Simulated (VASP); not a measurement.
A run of VASP 6.6.1 is set up as follows.

File INCAR:

```
PREC     = Accurate       # precision mode
ENCUT    = 520            # plane-wave cutoff, eV
EDIFF    = 1E-6           # SCF threshold, eV
ISMEAR   = 0              # smearing method
SIGMA    = 0.1            # smearing width, eV
LREAL    = False          # projectors in reciprocal space
LASPH    = True           # aspherical terms in the spheres
NELM     = 80             # most SCF steps
ALGO     = Fast           # electronic algorithm
ISIF     = 2              # what is computed and relaxed
LWAVE    = False          # write WAVECAR
LCHARG   = False          # write CHGCAR
GGA      = PE             # functional
NBANDS   = 30             # bands
```

Contents of KPOINTS:

```
Automatic mesh
0
Gamma
  10 10 10
```

The input POSCAR:

```
Li4Pt3
1.0
   -2.9470948435      2.9470948435      2.9470948435
    2.9470948435     -2.9470948435      2.9470948435
    2.9470948435      2.9470948435     -2.9470948435
Li Pt
4 3
Direct
    0.5000000000      0.5000000000      0.5000000000
    0.0000000000      0.0000000000      0.5000000000
    0.0000000000      0.5000000000      0.0000000000
    0.5000000000      0.0000000000      0.0000000000
    0.0000000000      0.5000000000      0.5000000000
    0.5000000000      0.0000000000      0.5000000000
    0.5000000000      0.5000000000      0.0000000000
```

Potentials or basis: VASP PAW PBE potentials, release 64 (Li_sv, Pt).

The run is started by

```bash
$ cat potpaw_PBE.64/Li_sv/POTCAR potpaw_PBE.64/Pt/POTCAR > POTCAR
$ mpirun -np 1 vasp_std > vasp.out
```

**Question.** Predict the band gap on the k mesh.

**Answer.** Zero (bands 21 and 22 overlap by 2.47 eV).

Caveat: spin-orbit coupling is left out, which moves the levels of the heavy elements.
